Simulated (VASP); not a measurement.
# TiC3 (P-6m2) in VASP: a series of runs

Runs on TiC3. Level: PBE. Tasks: single point.

Everything below comes from runs of VASP 6.6.1. Logs are shortened: lines on timing, memory, paths and dates and some standing lists are left out, and cuts for length are marked.

### Step 1. The cell of the first run

Symmetry: P-6m2, No. 187, hexagonal system. Conventional cell: a = 3.018 Å, b = 3.018 Å, c = 4.285 Å, α = 90.00°, β = 90.00°, γ = 120.00°. Within 2.8 Å of Ti (site symmetry -6m2) lie 8 C at 2.14 to 2.23 Å. Within 2.5 Å of C (site symmetry -6m2) lie 6 C at 1.90 Å and 2 Ti at 2.14 Å. C (site symmetry 3m) has 4 C at 1.51 to 1.90 Å within 2.0 Å.

### Step 2. Single point, PBE

The input, INCAR:

```
PREC = Accurate
ENCUT = 520
EDIFF = 1E-6
ISMEAR = 0
SIGMA = 0.1
LREAL = F
LASPH = T
NELM = 80
ALGO = Normal
ISIF = 2
LWAVE = F
LCHARG = F
GGA = PE
NBANDS = 20
```

The input, KPOINTS:

```
Automatic mesh
0
Gamma
  6 6 2
```

The input, POSCAR:

```
TiC3
1.0
    3.0182151874      0.0000000000      0.0000000000
   -1.5091075937      2.6138510264      0.0000000000
    0.0000000000      0.0000000000      4.2854269900
Ti C
1 3
Direct
    0.6666666667      0.3333333333      0.0000000000
    0.6666666667      0.3333333333      0.5000000000
    0.3333333333      0.6666666667      0.3234532236
    0.3333333333      0.6666666667      0.6765467764
```

Potentials or basis: VASP PAW PBE potentials, release 64 (Ti_sv, C).

The run is started by

```console
$ cat potpaw_PBE.64/Ti_sv/POTCAR potpaw_PBE.64/C/POTCAR > POTCAR
$ mpirun -np 1 vasp_std > vasp.out
```

OUTCAR:

```text
PREC = Accurate
   ENCUT = 520
   EDIFF = 1E-6
   ISMEAR = 0
   LREAL = F
   LASPH = T
   NELM = 80
   ISIF = 2
   GGA = PE

 ion  position               nearest neighbor table
   1  0.667  0.333  0.000-   2 2.14   2 2.14   3 2.23   4 2.23   3 2.23   4 2.23   4 2.23   3 2.23

   2  0.667  0.333  0.500-   3 1.90   4 1.90   3 1.90   4 1.90   3 1.90   4 1.90   1 2.14   1 2.14

   3  0.333  0.667  0.323-   4 1.51   2 1.90   2 1.90   2 1.90   1 2.23   1 2.23   1 2.23
   4  0.333  0.667  0.677-   3 1.51   2 1.90   2 1.90   2 1.90   1 2.23   1 2.23   1 2.23

  LATTYP: Found a hexagonal cell.
 ALAT       =     3.0182151874
 C/A-ratio  =     1.4198546902

  Lattice vectors:

 A1 = (   3.0182151874,   0.0000000000,   0.0000000000)
 A2 = (  -1.5091075937,   2.6138510264,   0.0000000000)
 A3 = (   0.0000000000,   0.0000000000,   4.2854269900)

Analysis of symmetry for initial positions (statically):
=====================================================================
 Subroutine PRICEL returns:
 Original cell was already a primitive cell.

 Routine SETGRP: Setting up the symmetry group for a
 hexagonal supercell.

 Subroutine GETGRP returns: Found 12 space group operations
 (whereof 12 operations were pure point group operations)
 out of a pool of 24 trial point group operations.

The static configuration has the point symmetry D_3h.

Analysis of symmetry for dynamics (positions and initial velocities):
=====================================================================
 Subroutine PRICEL returns:
 Original cell was already a primitive cell.

 Routine SETGRP: Setting up the symmetry group for a
 hexagonal supercell.

 Subroutine GETGRP returns: Found 12 space group operations
 (whereof 12 operations were pure point group operations)
 out of a pool of 24 trial point group operations.

The dynamic configuration has the point symmetry D_3h.

 Subroutine INISYM returns: Found 12 space group operations
 (whereof 12 operations are pure point group operations),
 and found     1 'primitive' translations

----------------------------------------------------------------------------------------

                                     Primitive cell

  volume of cell :      33.8084

  direct lattice vectors                    reciprocal lattice vectors
     3.018215187  0.000000000  0.000000000     0.331321638  0.191288637  0.000000000
    -1.509107594  2.613851026  0.000000000     0.000000000  0.382577274  0.000000000
     0.000000000  0.000000000  4.285426990     0.000000000  0.000000000  0.233348976

  length of vectors
     3.018215187  3.018215187  4.285426990     0.382577274  0.382577274  0.233348976

  position of ions in fractional coordinates (direct lattice)
     0.666666667  0.333333333  0.000000000
     0.666666667  0.333333333  0.500000000
     0.333333333  0.666666667  0.323453224
     0.333333333  0.666666667  0.676546776

  ion indices of the primitive-cell ions
   primitive index   ion index
                 1           1
                 2           2
                 3           3
                 4           4

----------------------------------------------------------------------------------------

 KPOINTS: Automatic mesh

Automatic generation of k-mesh.
 Grid dimensions read from file:
 generate k-points for:    6    6    2

 Generating k-lattice:

  Cartesian coordinates                     Fractional coordinates (reciprocal lattice)
     0.055220273  0.031881439  0.000000000     0.166666667  0.000000000  0.000000000
     0.000000000  0.063762879  0.000000000     0.000000000  0.166666667  0.000000000
     0.000000000  0.000000000  0.116674488     0.000000000  0.000000000  0.500000000

  Length of vectors
     0.063762879  0.063762879  0.116674488

  Shift w.r.t. Gamma in fractional coordinates (k-lattice)
     0.000000000  0.000000000  0.000000000

 Subroutine IBZKPT returns following result:
 ===========================================

 Found     14 irreducible k-points:

 Following reciprocal coordinates:
            Coordinates               Weight
  0.000000  0.000000  0.000000      1.000000
  0.166667  0.000000  0.000000      6.000000
  0.333333  0.000000  0.000000      6.000000
  0.500000  0.000000  0.000000      3.000000
  0.166667  0.166667  0.000000      6.000000
  0.333333  0.166667  0.000000     12.000000
  0.333333  0.333333  0.000000      2.000000
  0.000000  0.000000  0.500000      1.000000
  0.166667  0.000000  0.500000      6.000000
  0.333333  0.000000  0.500000      6.000000
  0.500000  0.000000  0.500000      3.000000
  0.166667  0.166667  0.500000      6.000000
  0.333333  0.166667  0.500000     12.000000
  0.333333  0.333333  0.500000      2.000000
   k-points           NKPTS =     14   k-points in BZ     NKDIM =     14   number of bands    NBANDS=     20
   number of dos      NEDOS =    301   number of ions     NIONS =      4
   total plane-waves  NPLWV =  18432
   dimension x,y,z NGX =    24 NGY =   24 NGZ =   32
   dimension x,y,z NGXF=    48 NGYF=   48 NGZF=   64
   ions per type =               1   3
   NGX,Y,Z   is equivalent  to a cutoff of  13.22, 13.22, 12.41 a.u.
   NGXF,Y,Z  is equivalent  to a cutoff of  26.44, 26.44, 24.83 a.u.
 SYSTEM =  unknown system
   PREC   = accura    normal or accurate (medium, high low for compatibility)
   ISTART =      0    job   : 0-new  1-cont  2-samecut
   ICHARG =      2    charge: 1-file 2-atom 10-const
   ISPIN  =      1    spin polarized calculation?
   LNONCOLLINEAR =      F non collinear calculations
   LSORBIT =      F    spin-orbit coupling
   LASPH  =      T    aspherical Exc in radial PAW
   ENCUT  =  520.0 eV  38.22 Ry    6.18 a.u.   5.61  5.61  7.97*2*pi/ulx,y,z
   NELM   =     80;   NELMIN=  2; NELMDL= -5     # of ELM steps
   EDIFF  = 0.1E-05   stopping-criterion for ELM
   LREAL  =      F    real-space projection
   EDIFFG = 0.1E-04   stopping-criterion for IOM
   NSW    =      0    number of steps for IOM
   IBRION =     -1    ionic relax: 0-MD 1-quasi-New 2-CG
   NFREE  =      0    steps in history (QN), initial steepest desc. (CG)
   ISIF   =      2    stress and relaxation
   ISYM   =      2    0-nonsym 1-usesym 2-fastsym
   POTIM  = 0.5000    time-step for ionic-motion
   TEBEG  =    0.0;   TEEND  =   0.0 temperature during run
   PSTRESS=    0.0 pullay stress
   NELECT =      24.0000    total number of electrons
   NUPDOWN=      -1.0000    fix difference up-down
   EMIN   =  10.00;   EMAX   =-10.00  energy-range for DOS
   EFERMI =   0.00;   METHOD = LEGACY
   ISMEAR =     0;   SIGMA  =   0.10  broadening in eV -4-tet -1-fermi 0-gaus
   EFERMI_NEDOS =   21; number of points for ismear=-14 and -15
   IALGO  =     38    algorithm
   IMIX   =      4    mixing-type and parameters
     AMIX     =   0.40;   BMIX     =  1.00
     AMIX_MAG =   1.60;   BMIX_MAG =  1.00
  volume/ion in A,a.u.               =       8.45        57.04
  Fermi-wavevector in a.u.,A,eV,Ry     =   1.460395  2.759746 29.017856  2.132752
  Thomas-Fermi vector in A             =   2.576849
   LORBIT       =      0    0 simple, 1 ext, 2 COOP (PROOUT), +10 PAW based schemes
   GGA     = PE    functional components
   LHFCALC =     F    Hartree Fock is set to
   AEXX    =    0.0000 exact exchange contribution
   IVDW    =     0    specifies the selected vdW correction
   LEPSILON=     F    determine dielectric tensor
   LRPA    =     F    only Hartree local field effects (RPA)
 non-spin polarized calculation
 Gauss-broadening in eV      SIGMA  =   0.10
  energy-cutoff  :      520.00
  volume of cell :       33.81
 maximum number of plane-waves:       940
 NGX is ok and might be reduce to    24
   NGX = 11   NGY = 11   NGZ = 15

 number of electron      24.0000001 magnetization

 Free energy of the ion-electron system (eV)
  ---------------------------------------------------
  ext. energy  EPLUGINS =         0.00000000
  ---------------------------------------------------
  free energy    TOTEN  =       -30.50153151 eV

  energy without entropy =      -30.49203226  energy(sigma->0) =      -30.49678189

 E-fermi :   9.6956     XC(G=0): -12.6266

 val. band max:        9.5679368626   @ k =   0.0000   0.0000   0.0000
 cond. band min:       9.7169228021   @ k =   0.1667   0.1667   0.0000
 fundamental gap:      0.1489859394
 Fermi energy:         9.6956179614

 k-point     1 :       0.0000    0.0000    0.0000
  band No.  band energies     occupation
      1     -46.9916      2.00000
      2     -23.4560      2.00000
      3     -23.0697      2.00000
      4     -23.0697      2.00000
      5      -9.6392      2.00000
      6      -0.0182      2.00000
[... 12 lines left out ...]
     19      14.1160      0.00000
     20      14.1160      0.00000

 k-point     2 :       0.1667    0.0000    0.0000
  band No.  band energies     occupation
      1     -46.9773      2.00000
      2     -23.4343      2.00000
      3     -23.1774      2.00000
      4     -23.0936      2.00000
      5      -9.1962      2.00000
      6       0.2263      2.00000
[... 12 lines left out ...]
     19      14.3590      0.00000
     20      14.6270      0.00000

 k-point     3 :       0.3333    0.0000    0.0000
  band No.  band energies     occupation
      1     -46.9485      2.00000
      2     -23.3906      2.00000
      3     -23.3877      2.00000
      4     -23.1409      2.00000
      5      -7.9735      2.00000
      6      -1.8035      2.00000
[... 12 lines left out ...]
     19      15.3711      0.00000
     20      15.6593      0.00000

 k-point     4 :       0.5000    0.0000    0.0000
  band No.  band energies     occupation
      1     -46.9340      2.00000
      2     -23.4905      2.00000
      3     -23.3687      2.00000
      4     -23.1644      2.00000
      5      -6.8618      2.00000
      6      -3.6296      2.00000
[... 12 lines left out ...]
     19      15.6572      0.00000
     20      16.0691      0.00000

 k-point     5 :       0.1667    0.1667    0.0000
  band No.  band energies     occupation
      1     -46.9557      2.00000
      2     -23.4016      2.00000
      3     -23.3157      2.00000
      4     -23.1498      2.00000
      5      -8.3547      2.00000
      6      -0.8003      2.00000
[... 12 lines left out ...]
     19      15.3358      0.00000
     20      15.7516      0.00000

 k-point     6 :       0.3333    0.1667    0.0000
  band No.  band energies     occupation
      1     -46.9341      2.00000
      2     -23.4372      2.00000
      3     -23.3687      2.00000
      4     -23.2198      2.00000
      5      -6.9754      2.00000
      6      -3.1324      2.00000
[... 12 lines left out ...]
     19      15.7365      0.00000
     20      16.0426      0.00000

 k-point     7 :       0.3333    0.3333    0.0000
  band No.  band energies     occupation
      1     -46.9268      2.00000
      2     -23.3816      2.00000
      3     -23.3578      2.00000
      4     -23.3406      2.00000
      5      -6.1946      2.00000
      6      -3.8279      2.00000
[... 12 lines left out ...]
     19      15.6463      0.00000
     20      16.4029      0.00000

 k-point     8 :       0.0000    0.0000    0.5000
  band No.  band energies     occupation
      1     -46.9914      2.00000
      2     -23.4853      2.00000
      3     -23.0686      2.00000
      4     -23.0686      2.00000
      5      -9.1575      2.00000
      6      -2.3009      2.00000
[... 12 lines left out ...]
     19      14.2584      0.00000
     20      15.2723      0.00000

 k-point     9 :       0.1667    0.0000    0.5000
  band No.  band energies     occupation
      1     -46.9771      2.00000
      2     -23.4604      2.00000
      3     -23.1754      2.00000
      4     -23.0922      2.00000
      5      -8.7719      2.00000
      6      -1.8090      2.00000
[... 12 lines left out ...]
     19      13.9183      0.00000
     20      16.2285      0.00000

 k-point    10 :       0.3333    0.0000    0.5000
  band No.  band energies     occupation
      1     -46.9483      2.00000
      2     -23.4105      2.00000
      3     -23.3843      2.00000
      4     -23.1393      2.00000
      5      -7.7043      2.00000
      6      -1.5223      2.00000
[... 12 lines left out ...]
     19      15.3464      0.00000
     20      16.9689      0.00000

 k-point    11 :       0.5000    0.0000    0.5000
  band No.  band energies     occupation
      1     -46.9339      2.00000
      2     -23.4865      2.00000
      3     -23.3854      2.00000
      4     -23.1627      2.00000
      5      -6.7706      2.00000
      6      -3.2058      2.00000
[... 12 lines left out ...]
     19      16.4804      0.00000
     20      16.7066      0.00000

 k-point    12 :       0.1667    0.1667    0.5000
  band No.  band energies     occupation
      1     -46.9555      2.00000
      2     -23.4230      2.00000
      3     -23.3127      2.00000
      4     -23.1481      2.00000
      5      -8.0361      2.00000
      6      -0.9259      2.00000
[... 12 lines left out ...]
     19      15.2975      0.00000
     20      16.9430      0.00000

 k-point    13 :       0.3333    0.1667    0.5000
  band No.  band energies     occupation
      1     -46.9339      2.00000
      2     -23.4335      2.00000
      3     -23.3855      2.00000
      4     -23.2177      2.00000
      5      -6.8577      2.00000
      6      -2.6933      2.00000
[... 12 lines left out ...]
     19      17.2531      0.00000
     20      17.4545      0.00000

 k-point    14 :       0.3333    0.3333    0.5000
  band No.  band energies     occupation
      1     -46.9267      2.00000
      2     -23.3781      2.00000
      3     -23.3730      2.00000
      4     -23.3379      2.00000
      5      -6.2580      2.00000
      6      -3.1618      2.00000
[... 12 lines left out ...]
     19      17.8621      0.00000
     20      18.2206      0.00000

------------------------ aborting loop because EDIFF is reached ----------------------------------------

  FORCE on cell =-STRESS in cart. coord.  units (eV):
  Direction    XX          YY          ZZ          XY          YZ          ZX
  --------------------------------------------------------------------------------------
  -------------------------------------------------------------------------------------
  Total        0.1036279      0.1036279      0.1965393      0.0000000      0.0000000      0.0000000
  in kB        4.9109139      4.9109139      9.3139693      0.0000000      0.0000000      0.0000000
  external PRESSURE =       6.3785990 kB  Pullay stress =       0.0000000 kB

 VOLUME and BASIS-vectors are now :
 -----------------------------------------------------------------------------
  energy-cutoff  :      520.00
  volume of cell :       33.81
      direct lattice vectors                 reciprocal lattice vectors
     3.018215187  0.000000000  0.000000000     0.331321638  0.191288637  0.000000000
    -1.509107594  2.613851026  0.000000000     0.000000000  0.382577274  0.000000000
     0.000000000  0.000000000  4.285426990     0.000000000  0.000000000  0.233348976

 POSITION                                       TOTAL-FORCE (eV/Angst)
 -----------------------------------------------------------------------------------
      1.50911      0.87128      0.00000         0.000000     -0.000000      0.000000
      1.50911      0.87128      2.14271         0.000000     -0.000000      0.000000
     -0.00000      1.74257      1.38614        -0.000000      0.000000     -0.050729
     -0.00000      1.74257      2.89929        -0.000000      0.000000      0.050729
 -----------------------------------------------------------------------------------
    total drift:                               -0.000000      0.000000      0.000000

  FREE ENERGIE OF THE ION-ELECTRON SYSTEM (eV)
  ---------------------------------------------------
  free  energy   TOTEN  =       -30.5015315125 eV

  energy  without entropy=      -30.4920322629  energy(sigma->0) =      -30.49678189
```

Run time: 20 s. Hardware: 1 thread of AMD EPYC 7R43 (Zen 3), shared host; peak memory 0.11 GiB.

Results:

```
Free energy            : -30.5015 eV
Pressure               : 0.6 GPa
Largest force          : 0.051 eV/Å
Band gap on the k mesh : zero (band 12 reaches 11.38 eV, above the bottom of band 13 at 8.74 eV)
```

Forces on the atoms (eV/Å):
```
Ti   0.000  0.000  0.000
C    0.000  0.000  0.000
C    0.000  0.000 -0.051
C    0.000  0.000  0.051
```

Caveat: the k points lie up to 0.73 Å⁻¹ apart.

(Continued in part 2 of 2.)
